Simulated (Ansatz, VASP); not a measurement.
One calculation of Zn, two programs

```xyz
2
Lattice="2.5931 0.0000 0.0000 -1.2965 2.2457 0.0000 0.0000 0.0000 4.8937" Properties=species:S:1:pos:R:3 pbc="T T T"
Zn    0.0000    1.4971    1.2234
Zn    1.2965    0.7486    3.6703
```

Alike in both runs: functional PBEsol; k mesh 18 × 18 × 8; occupations gaussian, width 0.1 eV; no spin polarisation.

Ansatz relaxed the structure, and its values are those at the end. VASP's run is a single point on that final structure, the one shown.

|  | VASP | Ansatz |
| --- | --- | --- |
| version | VASP 6.6.1 | Ansatz 0.2.0 |
| potentials or method | VASP PAW PBE potentials, release 64 (Zn), cutoff 500 eV | scalar-relativistic, plane waves, PAW |
| valence electrons in the cell | 24 | 24 |

|  | VASP | Ansatz | Ansatz less VASP |
| --- | --- | --- | --- |
| gap on the k mesh at the Fermi level (eV) | none | none | - |
| pressure (GPa) | 0.5 | 0.0 | -0.47 |

VASP's potentials were made for PBE, not for PBEsol. A gap of «none» marks a metal or a gap that the smearing closes.
